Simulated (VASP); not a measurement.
Write the native input for VASP 6.6.1 that does the following.

- Task: single point
- Functional: PBE
- Potentials or basis: VASP PAW PBE potentials, release 64 (K_sv, Mg, F)
- Cutoff: 520 eV
- k mesh: 6 × 6 × 6
- Occupations: gaussian, width 0.05 eV
- Spin: no spin polarisation
- Dipole correction: no
- Further INCAR settings: ALGO = Normal; EDIFF = 1e-06; NBANDS = 24

The structure of KMgF3 lies in POSCAR:

```
KMgF3
1.0
    4.1453360000      0.0000000000      0.0000000000
    0.0000000000      4.1453360000      0.0000000000
    0.0000000000      0.0000000000      3.9859000000
K Mg F
1 1 3
Direct
    0.5000000000      0.5000000000      0.5000000000
    0.0000000000      0.0000000000      0.0000000000
    0.5000000000      0.0000000000      0.0000000000
    0.0000000000      0.5000000000      0.0000000000
    0.0000000000      0.0000000000      0.5000000000
```

This cell differs from its parent crystal: strain +0.040 along x and y, +0.000 along z.

The input as run:

INCAR

```
PREC = Accurate
ENCUT = 520
EDIFF = 1E-6
ISMEAR = 0
SIGMA = 0.05
LREAL = False
LASPH = True
NELM = 100
ALGO = Normal
ISIF = 2
LWAVE = False
LCHARG = True
GGA = PE
LELF = True
LVHAR = True
NBANDS = 24
```

KPOINTS

```
regular mesh
0
Gamma
  6 6 6
```

Potentials or basis: VASP PAW PBE potentials, release 64 (K_sv, Mg, F).

The run is started by

```console
$ cat potpaw_PBE.64/K_sv/POTCAR potpaw_PBE.64/Mg/POTCAR potpaw_PBE.64/F/POTCAR > POTCAR
$ mpirun -np 1 vasp_std > vasp.out
```

It gave:

```yaml
Pressure: -2.0 GPa
Band_gap_on_the_k_mesh: 6.73 eV (least direct gap 7.04 eV)
```

Caveat: the cell differs from its parent crystal (strain +0.040 along x and y, +0.000 along z).

It took 44 s on 1 thread of Intel(R) Xeon(R) Platinum 8259CL CPU @ 2.50GHz (Skylake/Cascade Lake) (shared host), peak memory 0.22 GiB.
